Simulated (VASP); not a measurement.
# Sr2BiC3 (P6/mmm) in VASP: further runs

The runs below take Sr2BiC3 through single point, relaxation of cell and atoms, with PBE.

Everything below comes from runs of VASP 6.6.1. Logs are shortened: lines on timing, memory, paths and dates and some standing lists are left out, and cuts for length are marked.

## 1. The cell of the first run

Symmetry: P6/mmm, No. 191, hexagonal system. Conventional cell: a = 5.884 Å, b = 5.884 Å, c = 4.241 Å, α = 90.00°, β = 90.00°, γ = 120.00°. Within 3.6 Å of Sr (site symmetry -6m2) lie 6 C at 2.72 Å and 3 Bi at 3.40 Å and 3 Sr at 3.40 Å. Bi (site symmetry 6/mmm) has 6 Sr at 3.40 Å and 12 C at 3.63 Å and 2 Bi at 4.24 Å within 4.5 Å. C (site symmetry mmm) has 4 Sr at 2.72 Å and 4 C at 2.94 Å and 4 Bi at 3.63 Å within 3.7 Å.

## 2. Single point, PBE

Contents of INCAR:

```
SYSTEM = Sr2BiC3
PREC = Accurate
ENCUT = 520
EDIFF = 1E-6
ISMEAR = 0
SIGMA = 0.1
LREAL = .False.
LASPH = .True.
NELM = 80
ALGO = Normal
ISIF = 2
LWAVE = .False.
LCHARG = .True.
GGA = PE
LELF = .True.
LVHAR = .True.
NBANDS = 32
```

Contents of KPOINTS:

```
regular mesh
0
Gamma
  3 3 6
  0 0 0
```

Contents of POSCAR:

```
Sr2BiC3
1.0
    5.8835600245      0.0000000000      0.0000000000
   -2.9417800122      5.0953124459      0.0000000000
    0.0000000000      0.0000000000      4.2405527766
Sr Bi C
2 1 3
Direct
    0.3333333333      0.6666666667      0.0000000000
    0.6666666667      0.3333333333      0.0000000000
    0.0000000000      0.0000000000      0.0000000000
    0.5000000000      0.0000000000      0.5000000000
    0.5000000000      0.5000000000      0.5000000000
    0.0000000000      0.5000000000      0.5000000000
```

Potentials or basis: VASP PAW PBE potentials, release 64 (Sr_sv, Bi_d, C).

The run is started by

```sh
> cat potpaw_PBE.64/Sr_sv/POTCAR potpaw_PBE.64/Bi_d/POTCAR potpaw_PBE.64/C/POTCAR > POTCAR
> mpirun -np 1 vasp_std > vasp.out
```

OUTCAR:

```text
SYSTEM = Sr2BiC3
   PREC = Accurate
   ENCUT = 520
   EDIFF = 1E-6
   ISMEAR = 0
   LREAL = .False.
   LASPH = .True.
   NELM = 80
   ISIF = 2
   GGA = PE

 ion  position               nearest neighbor table
   1  0.333  0.667  0.000-   4 2.72   4 2.72   6 2.72   6 2.72   5 2.72   5 2.72   3 3.40   2 3.40
                             2 3.40   3 3.40   3 3.40   2 3.40
   2  0.667  0.333  0.000-   4 2.72   4 2.72   6 2.72   6 2.72   5 2.72   5 2.72   3 3.40   1 3.40
                             1 3.40   3 3.40   3 3.40   1 3.40
   3  0.000  0.000  0.000-   1 3.40   2 3.40   1 3.40   2 3.40   2 3.40   1 3.40
   4  0.500  0.000  0.500-   1 2.72   2 2.72   1 2.72   2 2.72
   5  0.500  0.500  0.500-   1 2.72   2 2.72   1 2.72   2 2.72
   6  0.000  0.500  0.500-   1 2.72   2 2.72   1 2.72   2 2.72

  LATTYP: Found a hexagonal cell.
 ALAT       =     5.8835600245
 C/A-ratio  =     0.7207460719

  Lattice vectors:

 A1 = (   5.8835600245,   0.0000000000,   0.0000000000)
 A2 = (  -2.9417800122,   5.0953124459,   0.0000000000)
 A3 = (   0.0000000000,   0.0000000000,   4.2405527766)

Analysis of symmetry for initial positions (statically):
=====================================================================
 Subroutine PRICEL returns:
 Original cell was already a primitive cell.

 Routine SETGRP: Setting up the symmetry group for a
 hexagonal supercell.

 Subroutine GETGRP returns: Found 24 space group operations
 (whereof 24 operations were pure point group operations)
 out of a pool of 24 trial point group operations.

The static configuration has the point symmetry D_6h.

Analysis of symmetry for dynamics (positions and initial velocities):
=====================================================================
 Subroutine PRICEL returns:
 Original cell was already a primitive cell.

 Routine SETGRP: Setting up the symmetry group for a
 hexagonal supercell.

 Subroutine GETGRP returns: Found 24 space group operations
 (whereof 24 operations were pure point group operations)
 out of a pool of 24 trial point group operations.

The dynamic configuration has the point symmetry D_6h.

 Subroutine INISYM returns: Found 24 space group operations
 (whereof 24 operations are pure point group operations),
 and found     1 'primitive' translations

----------------------------------------------------------------------------------------

                                     Primitive cell

  volume of cell :     127.1257

  direct lattice vectors                    reciprocal lattice vectors
[... 87 lines left out ...]
   NFREE  =      0    steps in history (QN), initial steepest desc. (CG)
   ISIF   =      2    stress and relaxation
   ISYM   =      2    0-nonsym 1-usesym 2-fastsym
   POTIM  = 0.5000    time-step for ionic-motion
   TEBEG  =    0.0;   TEEND  =   0.0 temperature during run
   PSTRESS=    0.0 pullay stress
   NELECT =      47.0000    total number of electrons
   NUPDOWN=      -1.0000    fix difference up-down
   EMIN   =  10.00;   EMAX   =-10.00  energy-range for DOS
   EFERMI =   0.00;   METHOD = LEGACY
   ISMEAR =     0;   SIGMA  =   0.10  broadening in eV -4-tet -1-fermi 0-gaus
   EFERMI_NEDOS =   21; number of points for ismear=-14 and -15
   IALGO  =     38    algorithm
   IMIX   =      4    mixing-type and parameters
     AMIX     =   0.40;   BMIX     =  1.00
     AMIX_MAG =   1.60;   BMIX_MAG =  1.00
  volume/ion in A,a.u.               =      21.19       142.98
  Fermi-wavevector in a.u.,A,eV,Ry     =   1.174978  2.220386 18.783830  1.380573
  Thomas-Fermi vector in A             =   2.311366
   LORBIT       =      0    0 simple, 1 ext, 2 COOP (PROOUT), +10 PAW based schemes
   GGA     = PE    functional components
   LHFCALC =     F    Hartree Fock is set to
   AEXX    =    0.0000 exact exchange contribution
   IVDW    =     0    specifies the selected vdW correction
   LEPSILON=     F    determine dielectric tensor
   LRPA    =     F    only Hartree local field effects (RPA)
 non-spin polarized calculation
 Gauss-broadening in eV      SIGMA  =   0.10
  energy-cutoff  :      520.00
  volume of cell :      127.13
 maximum number of plane-waves:      3441
 NGX is ok and might be reduce to    48
   NGX = 21   NGY = 21   NGZ = 15

 number of electron      47.0000005 magnetization

 Free energy of the ion-electron system (eV)
  ---------------------------------------------------
  ext. energy  EPLUGINS =         0.00000000
  ---------------------------------------------------
  free energy    TOTEN  =       -22.79010666 eV

  energy without entropy =      -22.76652337  energy(sigma->0) =      -22.77831502

 E-fermi :   3.2177     XC(G=0):  -9.7545

 val. band max:        3.1783138465   @ k =   0.3333   0.3333   0.5000
 cond. band min:       3.2229699351   @ k =   0.0000   0.0000   0.3333
 fundamental gap:      0.0446560886
 Fermi energy:         3.2177013138

 k-point     1 :       0.0000    0.0000    0.0000
  band No.  band energies     occupation
      1     -30.2499      2.00000
      2     -30.1153      2.00000
      3     -19.4774      2.00000
      4     -19.4046      2.00000
      5     -19.4046      2.00000
      6     -19.3321      2.00000
[... 409 lines left out ...]
     31       7.9540      0.00000
     32       8.0021      0.00000

------------------------ aborting loop because EDIFF is reached ----------------------------------------

  FORCE on cell =-STRESS in cart. coord.  units (eV):
  Direction    XX          YY          ZZ          XY          YZ          ZX
  --------------------------------------------------------------------------------------
  -------------------------------------------------------------------------------------
  Total        0.1528089      0.1528089      0.2974176      0.0000000     -0.0000000      0.0000000
  in kB        1.9258649      1.9258649      3.7483816      0.0000000     -0.0000000      0.0000000
  external PRESSURE =       2.5333705 kB  Pullay stress =       0.0000000 kB

 VOLUME and BASIS-vectors are now :
 -----------------------------------------------------------------------------
  energy-cutoff  :      520.00
  volume of cell :      127.13
      direct lattice vectors                 reciprocal lattice vectors
     5.883560025  0.000000000  0.000000000     0.169965122  0.098129409  0.000000000
    -2.941780012  5.095312446  0.000000000     0.000000000  0.196258818  0.000000000
     0.000000000  0.000000000  4.240552777     0.000000000  0.000000000  0.235818313

 POSITION                                       TOTAL-FORCE (eV/Angst)
 -----------------------------------------------------------------------------------
     -0.00000      3.39687      0.00000         0.000000     -0.000000      0.000000
      2.94178      1.69844      0.00000        -0.000000      0.000000      0.000000
      0.00000      0.00000      0.00000        -0.000000      0.000000      0.000000
      2.94178      0.00000      2.12028        -0.000000      0.000000      0.000000
      1.47089      2.54766      2.12028        -0.000000      0.000000      0.000000
     -1.47089      2.54766      2.12028        -0.000000      0.000000      0.000000
 -----------------------------------------------------------------------------------
    total drift:                               -0.000000      0.000000      0.000000

  FREE ENERGIE OF THE ION-ELECTRON SYSTEM (eV)
  ---------------------------------------------------
  free  energy   TOTEN  =       -22.7901066558 eV

  energy  without entropy=      -22.7665233748  energy(sigma->0) =      -22.77831502
```

stdout:

```text
POSCAR found type information on POSCAR SrBiC
 POSCAR found :  3 types and       6 ions
 scaLAPACK will be used
 LDA part: xc-table for (Slater+PW92), standard interpolation
 POSCAR, INCAR and KPOINTS ok, starting setup
 FFT: planning ... GRIDC
 FFT: planning ... GRID_SOFT
 FFT: planning ... GRID
 WAVECAR not read
 entering main loop
```

Run time: 38 s. Hardware: 1 thread of Intel Xeon Platinum 8488C (Sapphire Rapids), shared host; peak memory 0.27 GiB.

What came out:

```
Free energy            : -22.7901 eV
Pressure               : 0.3 GPa
Band gap on the k mesh : zero (an odd number of electrons rules out a gap without spin polarisation)
```

Levels at points of the mesh, in eV from the Fermi level:
| k point | band 19 | band 20 | band 21 | band 22 | band 23 | band 24 | band 25 | band 26 | band 27 | band 28 |
| --- | --- | --- | --- | --- | --- | --- | --- | --- | --- | --- |
| (0.00, 0.00, 0.00) | -2.56 | -2.56 | -0.72 | -0.72 | -0.40 | 1.09 | 1.09 | 2.00 | 2.38 | 2.77 |
| (0.00, 0.00, 0.50) | -1.55 | -1.48 | -1.38 | -0.91 | -0.91 | -0.80 | 0.03 | 0.03 | 2.12 | 2.13 |

Caveat: the k points lie up to 0.41 Å⁻¹ apart, too coarse for converged energies and pressures of a metal; spin-orbit coupling is left out, which moves the levels of the heavy elements.

## 3. Relaxation of cell and atoms, PBE

This run uses another cell than the first one, of 19.42 Å³/atom.

Contents of INCAR:

```
SYSTEM = Sr2BiC3
ALGO = Normal ; EDIFF = 1E-6
EDIFFG = -0.04 ; ENCUT = 600
GGA = PE ; IBRION = 2
ISIF = 3 ; ISMEAR = 0
LASPH = .True. ; LCHARG = .False.
LREAL = .False. ; LWAVE = .False.
NELM = 100 ; NSW = 90
PREC = Accurate ; SIGMA = 0.1
```

Contents of KPOINTS:

```
k-points
0
Gamma
  3 3 6
  0 0 0
```

POSCAR: that of step 2 with these lines changed.

```diff
@@ -2,5 +2,5 @@
 1.0
-    5.8835600245      0.0000000000      0.0000000000
-   -2.9417800122      5.0953124459      0.0000000000
-    0.0000000000      0.0000000000      4.2405527766
+    6.0460666255      0.0000000000      0.0000000000
+   -3.0230333127      5.2360472906      0.0000000000
+    0.0000000000      0.0000000000      3.6815580841
 Sr Bi C
```

Potentials or basis: VASP PAW PBE potentials, release 64 (Sr_sv, Bi_d, C).

The run is started by

```sh
> cat potpaw_PBE.64/Sr_sv/POTCAR potpaw_PBE.64/Bi_d/POTCAR potpaw_PBE.64/C/POTCAR > POTCAR
> mpirun -np 1 vasp_std > vasp.out
```

Run time: 4.5 min. Hardware: 1 thread of Intel Xeon Platinum 8488C (Sapphire Rapids), shared host; peak memory 0.29 GiB.

Results (log left out):

* Free energy: -22.7863 eV
* Relaxed volume: 21.30 Å³/atom
* Relaxed cell: a = 5.897 Å, b = 5.897 Å, c = 4.244 Å, α = 90.00°, β = 90.00°, γ = 120.00°
* Space group after relaxing (to 0.1 Å): P6/mmm (No. 191)
* Energy gained by relaxing: 129.0 meV/atom
* Ionic steps: 10
* Pressure after relaxing: 0.0 GPa
* Band gap on the k mesh: zero (an odd number of electrons rules out a gap without spin polarisation)

Stress tensor (GPa, compression positive):
```
-0.03  0.00  0.00
 0.00 -0.03  0.00
 0.00  0.00  0.06
```

The path:
| step | energy change (eV) | largest force (eV/Å) | pressure (GPa) | volume (Å³) |
| --- | --- | --- | --- | --- |
| 1 | 0.0000 | 0.0000 | 9.07 | 116.55 |
| 2 | -0.5776 | 0.0000 | -0.88 | 135.98 |
| 3 | -0.5779 | 0.0000 | -0.75 | 135.59 |
| 4 | -0.6315 | 0.0000 | -0.72 | 134.39 |
| 5 | -0.7636 | 0.0000 | -0.70 | 130.49 |
| 6 | -0.2896 | 0.0000 | 1.04 | 121.47 |
| 7 | -0.7699 | 0.0000 | -0.70 | 129.78 |
| 8 | -0.7704 | 0.0000 | -0.69 | 129.56 |
| 9 | -0.7718 | 0.0000 | 0.57 | 126.44 |
| 10 | -0.7743 | 0.0000 | 0.00 | 127.80 |

Final structure:
```
Sr Bi C
1.0
     5.89670    0.00000    0.00000
    -2.94835    5.10669    0.00000
     0.00000    0.00000    4.24411
Sr Bi C
2 1 3
Direct
  0.33333 0.66667 0.00000
  0.66667 0.33333 0.00000
  0.00000 0.00000 0.00000
  0.50000 0.00000 0.50000
  0.50000 0.50000 0.50000
  0.00000 0.50000 0.50000
```

Levels at points of the mesh, in eV from the Fermi level:
| k point | band 21 | band 22 | band 23 | band 24 | band 25 | band 26 |
| --- | --- | --- | --- | --- | --- | --- |
| (0.00, 0.00, 0.00) | -0.71 | -0.71 | -0.40 | 1.09 | 1.09 | 1.99 |
| (0.00, 0.00, 0.50) | -1.39 | -0.90 | -0.90 | -0.80 | 0.02 | 0.02 |

Caveat: the k points lie up to 0.41 Å⁻¹ apart in the final cell, too coarse for converged energies and pressures of a metal; a cell axis changed by over 15 % at a fixed basis, so the end point is rough; spin-orbit coupling is left out, which moves the levels of the heavy elements.
